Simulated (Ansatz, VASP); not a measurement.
## AlNi: VASP beside Ansatz

```xyz
2
Lattice="1.9860 -2.0008 0.0000 1.9860 2.0008 0.0000 0.0000 0.0000 3.1751" Properties=species:S:1:pos:R:3 pbc="T T T"
Al    0.0000    0.0000    0.0000
Ni    1.9860    0.0000    1.5875
```

Alike in both runs: task single point; functional r2SCAN; k mesh 10 × 10 × 9; occupations fermi-dirac, width 0.15 eV; collinear spin.

|  | VASP | Ansatz |
| --- | --- | --- |
| version | VASP 6.6.1 | Ansatz 0.2.0 |
| potentials or method | VASP PAW PBE potentials, release 64 (Al, Ni), cutoff 520 eV | plane waves, PAW |
| valence electrons in the cell | 13 | 21 |

```tsv
	VASP	Ansatz	Ansatz less VASP
net moment per atom (μB)	0.00	0.00	0.000
```

VASP's potentials were made for PBE, not for r2SCAN. The functional is the same, so the differences come from potentials, cutoffs and numerics. VASP's potentials hold 13 valence electrons a cell and Ansatz's 21, so a difference there can come from the potentials and not from the codes. Ansatz's warnings: seeded moment not kept, stability check not made.
